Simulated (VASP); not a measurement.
A run of VASP 6.6.1 is set up as follows.

INCAR

```
PREC = Accurate
ENCUT = 520
EDIFF = 1E-8
ISMEAR = -1
SIGMA = 0.03
LREAL = F
LASPH = T
NELM = 100
ALGO = Normal
ISIF = 2
LWAVE = F
LCHARG = F
GGA = PE
LEFG = T
NBANDS = 16
```

KPOINTS

```
regular mesh
0
Gamma
  10 10 10
```

File POSCAR:

```
InSb
1.0
    0.0000000000      3.3026278931      3.3026278931
    3.3026278931      0.0000000000      3.3026278931
    3.3026278931      3.3026278931      0.0000000000
In Sb
1 1
Direct
    0.0000000000      0.0000000000      0.0000000000
    0.7500000000      0.7500000000      0.7500000000
```

Potentials or basis: VASP PAW PBE potentials, release 64 (In_d, Sb).

Command:

```console
$ cat potpaw_PBE.64/In_d/POTCAR potpaw_PBE.64/Sb/POTCAR > POTCAR
$ mpirun -np 1 vasp_std > vasp.out
```

Predict the pressure.

0.5 GPa.

Predict the band gap on the k mesh.

zero (filled and empty bands touch).

Caveat: without QUAD_EFG the Cq values of the log hold for a quadrupole moment of 1 mb, not for the nuclei; spin-orbit coupling is left out, which moves the levels of the heavy elements.

**Experimental background.**

From “Electronic Structure and Epitaxy of CdTe Shells on InSb Nanowires”, 2021, arxiv:2111.05126, for a bulk crystal of InSb: band gap 0.24 eV.

Measured gap of InSb: 0.24 eV (quoted in “Electronic Structure and Epitaxy of CdTe Shells on InSb Nanowires”, 2021, arxiv:2111.05126). This calculation gives 0.00 eV (-0.24 eV). Spin-orbit coupling on In, Sb is left out. The value is that of PBE on a finite k mesh, which can miss the band edges, without temperature or zero-point motion. Semilocal functionals fall short of measured gaps as a rule.
